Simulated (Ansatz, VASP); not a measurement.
**KBr in VASP and in Ansatz**

Contents of INCAR:

```
PREC = Accurate
ENCUT = 520
EDIFF = 1E-7
ISMEAR = 0
SIGMA = 0.05
LREAL = False
LASPH = True
NELM = 80
ALGO = Normal
ISIF = 2
LWAVE = False
LCHARG = True
LELF = True
LVHAR = True
NBANDS = 24
```

The input KPOINTS:

```
regular mesh
0
Gamma
  6 6 4
```

File POSCAR:

```
KBr
1.0
    3.8618012837      0.0000000000      0.0000000000
    0.0000000000      3.8618012837      0.0000000000
    0.0000000000      0.0000000000      7.7236025674
K Br
2 2
Direct
    0.0000000000      0.0000000000      0.0000000000
    0.0000000000      0.0000000000      0.5000000000
    0.4127417919      0.5000000000      0.2500000000
    0.5872582081      0.5000000000      0.7500000000
```

Input for Ansatz:

```yaml
crystal:
  lattice:
    - [3.8618012837, 0.0, 0.0]
    - [0.0, 3.8618012837, 0.0]
    - [0.0, 0.0, 7.7236025674]
  atoms:
    - { symbol: K, position: [0.0, 0.0, 0.0] }
    - { symbol: K, position: [0.0, 0.0, 0.5] }
    - { symbol: Br, position: [0.4127417919, 0.5, 0.25] }
    - { symbol: Br, position: [0.5872582081, 0.5, 0.75] }
basis:
  ecutwfc: 420
kpoints:
  mp_grid: { grid: [6, 6, 4] }
hamiltonian:
  xc: lda
scf:
  occupations: { method: gaussian, width: 0.05 }
output:
  forces: true
  stress: true
  eigenvalues: true
```

Change from the starting cell: mode 4 frozen in at -0.334 Å, equal normal strain along x, y and z +0.0083.

Alike in both runs: task single point; functional LDA; k mesh 6 × 6 × 4; occupations gaussian, width 0.05 eV; no spin polarisation.

|  | VASP | Ansatz |
| --- | --- | --- |
| version | VASP 6.6.1 | Ansatz 0.2.0 |
| potentials or method | VASP PAW LDA potentials, release 64 (K_sv, Br), cutoff 520 eV | scalar-relativistic, plane waves, PAW |
| valence electrons in the cell | 32 | 32 |

|  | VASP | Ansatz | Ansatz less VASP |
| --- | --- | --- | --- |
| gap on the k mesh at the Fermi level (eV) | 3.96 | 3.95 | -0.010 |
| least direct gap on the mesh (eV) | 4.19 | 4.18 | -0.011 |
| pressure (GPa) | 0.4 | 0.3 | -0.10 |
| traceless stress, the component that is largest in VASP (GPa) | 0.24 | 0.23 | -0.008 |
| rms of the force components (eV/Å) | 0.126 | 0.122 | -0.0044 |

LDA's correlation is that of Perdew and Zunger in VASP and of Perdew and Wang (1992) in Ansatz. Atom by atom the forces differ by 0.004 eV/Å (rms over components).
